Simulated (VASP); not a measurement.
A run of VASP 6.6.1 is set up as follows.

The input INCAR:

```
PREC = Accurate
ENCUT = 520
EDIFF = 1E-7
ISMEAR = 0
SIGMA = 0.1
LREAL = False
LASPH = True
NELM = 100
ALGO = Normal
ISIF = 2
LWAVE = False
LCHARG = True
GGA = PE
LELF = True
LVHAR = True
NBANDS = 35
```

The input KPOINTS:

```
regular mesh
0
Gamma
  14 14 14
```

File POSCAR:

```
CdGe3
1.0
   -2.1183285950      2.1183285950      4.5868587594
    2.1183285950     -2.1183285950      4.5868587594
    2.1183285950      2.1183285950     -4.5868587594
Cd Ge
1 3
Direct
    0.0000000000      0.0000000000      0.0000000000
    0.5000000000      0.5000000000      0.0000000000
    0.2500000000      0.7500000000      0.5000000000
    0.7500000000      0.2500000000      0.5000000000
```

Potentials or basis: VASP PAW PBE potentials, release 64 (Cd, Ge_d).

Command:

```bash
$ cat potpaw_PBE.64/Cd/POTCAR potpaw_PBE.64/Ge_d/POTCAR > POTCAR
$ mpirun -np 1 vasp_std > vasp.out
```

Question: Predict the band gap on the k mesh.

Answer: Zero (bands 27 and 28 overlap by 3.93 eV).

Question: What does it give for the pressure?

Answer: 0.1 GPa.
